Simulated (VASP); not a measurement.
SnSe2 (CdI2 type): electric field gradients with PBE

SnSe2 (CdI2 type):

```xyz
3
Lattice="3.8716 0.0000 0.0000 -1.9358 3.3529 0.0000 0.0000 0.0000 6.9936" Properties=species:S:1:pos:R:3 pbc="T T T"
Sn    0.0000    0.0000    0.0000
Se    0.0000    2.2353    1.5946
Se    1.9358    1.1176    5.3990
```

| Item | Value |
| --- | --- |
| Program | VASP 6.6.1 |
| Task | electric field gradients |
| Functional | PBE |
| Potentials or basis | VASP PAW PBE potentials, release 64 (Sn_d, Se) |
| Cutoff | 520 eV |
| k mesh | 11 × 11 × 6 |
| Occupations | fermi-dirac, width 0.05 eV |
| Spin | no spin polarisation |
| Dipole correction | no |
| Further INCAR settings | ALGO = Normal; EDIFF = 1e-08; NBANDS = 20 |

```
Pressure               : 0.1 GPa
Largest force          : 0.013 eV/Å
Band gap on the k mesh : 0.74 eV, indirect (least direct gap 1.09 eV)
```

Forces on the atoms (eV/Å):
```
Sn   0.000  0.000  0.000
Se   0.000  0.000  0.013
Se   0.000  0.000 -0.013
```

Levels at points of the mesh, in eV from the valence-band top:
| k point | band 9 | band 10 | band 11 | band 12 | band 13 | band 14 | band 15 | band 16 | band 17 | band 18 |
| --- | --- | --- | --- | --- | --- | --- | --- | --- | --- | --- |
| (0.00, 0.00, 0.00) | -0.52 | -0.46 | -0.46 | -0.12 | -0.12 | 1.10 | 3.09 | 4.59 | 4.59 | 7.19 |
| (0.00, 0.00, 0.50) | -1.50 | -0.49 | -0.49 | -0.08 | -0.08 | 1.98 | 3.01 | 4.52 | 4.52 | 7.72 |

Electric field gradients, principal values (V/Å²):
| atom | least | middle | greatest (by size) |
| --- | --- | --- | --- |
| 1 Sn | 0.874 | 0.876 | -1.750 |
| 2 Se | 38.854 | 38.854 | -77.708 |
| 3 Se | 38.854 | 38.854 | -77.708 |

Run time: 4.9 min on 1 thread of Intel Xeon 8259CL (shared host), peak memory 0.31 GiB.

Caveat: without QUAD_EFG the Cq values of the log hold for a quadrupole moment of 1 mb, not for the nuclei; spin-orbit coupling is left out, which moves the levels of the heavy elements; this functional lacks dispersion, which binds the layers, so the pressure and a relaxed spacing across them are unreliable. A k mesh can miss the band edges.
